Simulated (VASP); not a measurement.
# AlP (F-43m) in VASP: single point with PBEsol

Aim: the single point of AlP with PBEsol.

Everything below comes from runs of VASP 6.6.1. Logs are shortened: lines on timing, memory, paths and dates and some standing lists are left out, and cuts for length are marked.

## 1. The cell of the first run

Symmetry: F-43m, No. 216, cubic system. The conventional cell has a = 5.470 Å, b = 5.470 Å, c = 5.470 Å, α = 90.00°, β = 90.00°, γ = 90.00°. Within 3.1 Å of Al (site symmetry -43m) lie 4 P at 2.37 Å. Within 3.1 Å of P (site symmetry -43m) lie 4 Al at 2.37 Å.

## 2. Single point, PBEsol

INCAR

```
SYSTEM = AlP
PREC = Accurate
ENCUT = 500
EDIFF = 1E-6
ISMEAR = -1
SIGMA = 0.05
LREAL = Auto
LASPH = .TRUE.
NELM = 120
ALGO = Normal
ISIF = 2
LWAVE = .FALSE.
LCHARG = .TRUE.
GGA = PS
LELF = .TRUE.
LVHAR = .TRUE.
NBANDS = 326
GGA_COMPAT = .FALSE.
```

KPOINTS

```
Automatic mesh
0
G
  1 1 1
  0 0 0
```

POSCAR

```
AlP
1.0
    0.0000000000     10.9400000000     10.9400000000
   10.9400000000      0.0000000000     10.9400000000
   10.9400000000     10.9400000000      0.0000000000
Al P
64 64
Direct
    0.0000000000      0.0000000000      0.0000000000
    0.5000000000      0.0000000000      0.0000000000
    0.0000000000      0.5000000000      0.0000000000
    0.0000000000      0.0000000000      0.5000000000
    0.2500000000      0.2500000000      0.2500000000
    0.5000000000      0.5000000000      0.0000000000
[... 120 lines left out ...]
    0.0625000000      0.8125000000      0.8125000000
    0.5625000000      0.8125000000      0.8125000000
```

Potentials or basis: VASP PAW PBE potentials, release 64 (Al, P).

Started as:

```console
> cat potpaw_PBE.64/Al/POTCAR potpaw_PBE.64/P/POTCAR > POTCAR
> mpirun -np 1 vasp_gam > vasp.out
```

OUTCAR:

```text
SYSTEM = AlP
   PREC = Accurate
   ENCUT = 500
   EDIFF = 1E-6
   ISMEAR = -1
   LREAL = Auto
   LASPH = .TRUE.
   NELM = 120
   ISIF = 2
   GGA = PS

 ion  position               nearest neighbor table
   1  0.000  0.000  0.000-  65 2.37  87 2.37 101 2.37 114 2.37
   2  0.500  0.000  0.000-  66 2.37  91 2.37 104 2.37 113 2.37
   3  0.000  0.500  0.000-  67 2.37  93 2.37  97 2.37 119 2.37
   4  0.000  0.000  0.500-  68 2.37  81 2.37 109 2.37 120 2.37
   5  0.250  0.250  0.250-  69 2.37  82 2.37  98 2.37 115 2.37
   6  0.500  0.500  0.000-  70 2.37  95 2.37  99 2.37 116 2.37
[... 128 lines left out ...]
 A1 = (   0.0000000000,  10.9400000000,  10.9400000000)
 A2 = (  10.9400000000,   0.0000000000,  10.9400000000)
 A3 = (  10.9400000000,  10.9400000000,   0.0000000000)

Analysis of symmetry for initial positions (statically):
=====================================================================
 Subroutine PRICEL returns following result:

  LATTYP: Found a face centered cubic cell.
 ALAT       =     5.4700000000

  Lattice vectors:

 A1 = (   0.0000000000,   2.7350000000,   2.7350000000)
 A2 = (   2.7350000000,   0.0000000000,   2.7350000000)
 A3 = (   2.7350000000,   2.7350000000,   0.0000000000)

  64 primitive cells build up your supercell.

 Routine SETGRP: Setting up the symmetry group for a
 face centered cubic supercell.

 Subroutine GETGRP returns: Found 24 space group operations
 (whereof 24 operations were pure point group operations)
 out of a pool of 48 trial point group operations.

The static configuration has the point symmetry T_d .

Analysis of symmetry for dynamics (positions and initial velocities):
=====================================================================
 Subroutine PRICEL returns following result:

  LATTYP: Found a face centered cubic cell.
 ALAT       =     5.4700000000

  Lattice vectors:

 A1 = (   0.0000000000,   2.7350000000,   2.7350000000)
 A2 = (   2.7350000000,   0.0000000000,   2.7350000000)
 A3 = (   2.7350000000,   2.7350000000,   0.0000000000)

  64 primitive cells build up your supercell.

 Routine SETGRP: Setting up the symmetry group for a
[... 79 lines left out ...]
   LASPH  =      T    aspherical Exc in radial PAW
   ENCUT  =  500.0 eV  36.75 Ry    6.06 a.u.  28.21 28.21 28.21*2*pi/ulx,y,z
   NELM   =    120;   NELMIN=  2; NELMDL= -5     # of ELM steps
   EDIFF  = 0.1E-05   stopping-criterion for ELM
   LREAL  =      T    real-space projection
   EDIFFG = 0.1E-04   stopping-criterion for IOM
   NSW    =      0    number of steps for IOM
   IBRION =     -1    ionic relax: 0-MD 1-quasi-New 2-CG
   NFREE  =      0    steps in history (QN), initial steepest desc. (CG)
   ISIF   =      2    stress and relaxation
   ISYM   =      2    0-nonsym 1-usesym 2-fastsym
   POTIM  = 0.5000    time-step for ionic-motion
   TEBEG  =    0.0;   TEEND  =   0.0 temperature during run
   PSTRESS=    0.0 pullay stress
   NELECT =     512.0000    total number of electrons
   NUPDOWN=      -1.0000    fix difference up-down
   EMIN   =  10.00;   EMAX   =-10.00  energy-range for DOS
   EFERMI =   0.00;   METHOD = LEGACY
   ISMEAR =    -1;   SIGMA  =   0.05  broadening in eV -4-tet -1-fermi 0-gaus
   EFERMI_NEDOS =   21; number of points for ismear=-14 and -15
   IALGO  =     38    algorithm
   IMIX   =      4    mixing-type and parameters
     AMIX     =   0.40;   BMIX     =  1.00
     AMIX_MAG =   1.60;   BMIX_MAG =  1.00
  volume/ion in A,a.u.               =      20.46       138.06
  Fermi-wavevector in a.u.,A,eV,Ry     =   0.950176  1.795573 12.283814  0.902835
  Thomas-Fermi vector in A             =   2.078528
   LORBIT       =      0    0 simple, 1 ext, 2 COOP (PROOUT), +10 PAW based schemes
   GGA     = PS    functional components
   LHFCALC =     F    Hartree Fock is set to
   AEXX    =    0.0000 exact exchange contribution
   IVDW    =     0    specifies the selected vdW correction
   LEPSILON=     F    determine dielectric tensor
   LRPA    =     F    only Hartree local field effects (RPA)
 non-spin polarized calculation
  energy-cutoff  :      500.00
  volume of cell :     2618.68
 maximum number of plane-waves:     33150
 NGX is ok and might be reduce to   120
   NGX = 57   NGY = 57   NGZ = 57

 number of electron     511.9999958 magnetization

 Free energy of the ion-electron system (eV)
  ---------------------------------------------------
  ext. energy  EPLUGINS =         0.00000000
  ---------------------------------------------------
  free energy    TOTEN  =      -697.28124695 eV

  energy without entropy =     -697.28124066  energy(sigma->0) =     -697.28124381

 E-fermi :   5.2351     XC(G=0):  -9.3295

 val. band max:        4.5257344010   @ k =   0.0000   0.0000   0.0000
 cond. band min:       5.9444947452   @ k =   0.0000   0.0000   0.0000
 fundamental gap:      1.4187603442
 Fermi energy:         5.2351317522

 k-point     1 :       0.0000    0.0000    0.0000
  band No.  band energies     occupation
      1      -6.9771      2.00000
      2      -6.3165      2.00000
      3      -6.3165      2.00000
      4      -6.3165      2.00000
      5      -6.3165      2.00000
      6      -6.3165      2.00000
[... 260 lines left out ...]
    267       7.1826      0.00000
    268       7.1826      0.00000
 [bands above 268 left out]

------------------------ aborting loop because EDIFF is reached ----------------------------------------

  FORCE on cell =-STRESS in cart. coord.  units (eV):
  Direction    XX          YY          ZZ          XY          YZ          ZX
  --------------------------------------------------------------------------------------
  -------------------------------------------------------------------------------------
  Total        8.3474854      8.3474854      8.3474854      0.0000000      0.0000000      0.0000000
  in kB        5.1072167      5.1072167      5.1072167      0.0000000      0.0000000      0.0000000
  external PRESSURE =       5.1072167 kB  Pullay stress =       0.0000000 kB

 VOLUME and BASIS-vectors are now :
 -----------------------------------------------------------------------------
  energy-cutoff  :      500.00
  volume of cell :     2618.68
      direct lattice vectors                 reciprocal lattice vectors
     0.000000000 10.940000000 10.940000000    -0.045703839  0.045703839  0.045703839
    10.940000000  0.000000000 10.940000000     0.045703839 -0.045703839  0.045703839
    10.940000000 10.940000000  0.000000000     0.045703839  0.045703839 -0.045703839

 POSITION                                       TOTAL-FORCE (eV/Angst)
 -----------------------------------------------------------------------------------
      0.00000      0.00000      0.00000         0.000000      0.000000      0.000000
      0.00000      5.47000      5.47000         0.000000     -0.000000      0.000000
      5.47000      0.00000      5.47000         0.000000      0.000000      0.000000
      5.47000      5.47000      0.00000         0.000000     -0.000000      0.000000
      5.47000      5.47000      5.47000        -0.000000     -0.000000     -0.000000
      5.47000      5.47000     10.94000         0.000000      0.000000     -0.000000
[... 120 lines left out ...]
     17.77750      9.57250      9.57250        -0.000000      0.000000     -0.000000
     17.77750     15.04250     15.04250        -0.000000      0.000000     -0.000000
 -----------------------------------------------------------------------------------
    total drift:                               -0.000001     -0.000001     -0.000001

  FREE ENERGIE OF THE ION-ELECTRON SYSTEM (eV)
  ---------------------------------------------------
  free  energy   TOTEN  =      -697.2812469486 eV

  energy  without entropy=     -697.2812406639  energy(sigma->0) =     -697.28124381
```

stdout:

```text
POSCAR found type information on POSCAR AlP
 POSCAR found :  2 types and     128 ions
 scaLAPACK will be used
 -----------------------------------------------------------------------------
|                                                                             |
|                                                                             |
|     You enforced a specific xc type in the INCAR file but a different       |
|     I HOPE YOU KNOW WHAT YOU ARE DOING!                                     |
|                                                                             |
 -----------------------------------------------------------------------------

 LDA part: xc-table for (Slater+PW92), standard interpolation
 POSCAR, INCAR and KPOINTS ok, starting setup
 FFT: planning ... GRIDC
 FFT: planning ... GRID_SOFT
 FFT: planning ... GRID
 WAVECAR not read
 entering main loop
```

Wall time 32 min (1 thread of Intel Xeon Platinum 8259CL at 2.50GHz (Skylake/Cascade Lake), shared host); peak memory 2.5 GiB.

What came out:

- Free energy: -697.2812 eV
- Pressure: 0.5 GPa
- Band gap on the k mesh: 1.42 eV

Caveat: the k points lie up to 0.50 Å⁻¹ apart; the PAW data sets were made with another functional, which shifts forces and pressure a little; an odd mesh through Γ misses points on the zone boundary, where band edges can lie.
